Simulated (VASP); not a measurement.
Here is a VASP 6.6.1 calculation.

The input POSCAR:

```
FePt
1.0
    2.7235000000      0.0000000000      0.0000000000
    0.0000000000      2.7235000000      0.0000000000
    0.0000000000      0.0000000000      3.7200000000
Pt Fe
1 1
Direct
    0.5000000000      0.5000000000      0.5000000000
    0.0000000000      0.0000000000      0.0000000000
```

File INCAR.step1:

```
PREC = Accurate ; ENCUT = 510
EDIFF = 1E-6 ; ISMEAR = -1
SIGMA = 0.05 ; LREAL = False
LASPH = True ; NELM = 200
ALGO = Normal ; ISIF = 2
LWAVE = False ; LCHARG = True
ISPIN = 2 ; MAGMOM = 0 3
LMAXMIX = 4 ; GGA = RE
NBANDS = 28 ; GGA_COMPAT = False
NEDOS = 2001 ; LORBIT = 11
```

Contents of KPOINTS.step1:

```
regular mesh
0
Gamma
  6 6 4
```

The input INCAR.step2:

```
PREC = Accurate ; ENCUT = 510
EDIFF = 1E-6 ; ISMEAR = -5
SIGMA = 0.05 ; LREAL = False
LASPH = True ; NELM = 200
ALGO = Normal ; ISIF = 2
LWAVE = False ; LCHARG = False
ISPIN = 2 ; MAGMOM = 0 3
LORBIT = 11 ; LMAXMIX = 4
GGA = RE ; NBANDS = 28
NEDOS = 2001 ; ICHARG = 11
GGA_COMPAT = False
```

The input KPOINTS.step2:

```
regular mesh
0
Gamma
  9 9 6
```

Potentials or basis: VASP PAW PBE potentials, release 64 (Pt_sv_GW, Fe_sv).

Launch:

```sh
$ cat potpaw_PBE.64/Pt_sv_GW/POTCAR potpaw_PBE.64/Fe_sv/POTCAR > POTCAR
$ cp INCAR.step1 INCAR
$ cp KPOINTS.step1 KPOINTS
$ mpirun -np 1 vasp_std > vasp.out
$ cp INCAR.step2 INCAR
$ cp KPOINTS.step2 KPOINTS
$ mpirun -np 1 vasp_std > vasp.out
```

Q: Estimate the site moments.

A: Pt +0.33; Fe +2.85 μB.

Q: Predict the net moment.

A: 3.30 μB per cell.

Caveat: the k points lie up to 0.42 Å⁻¹ apart.
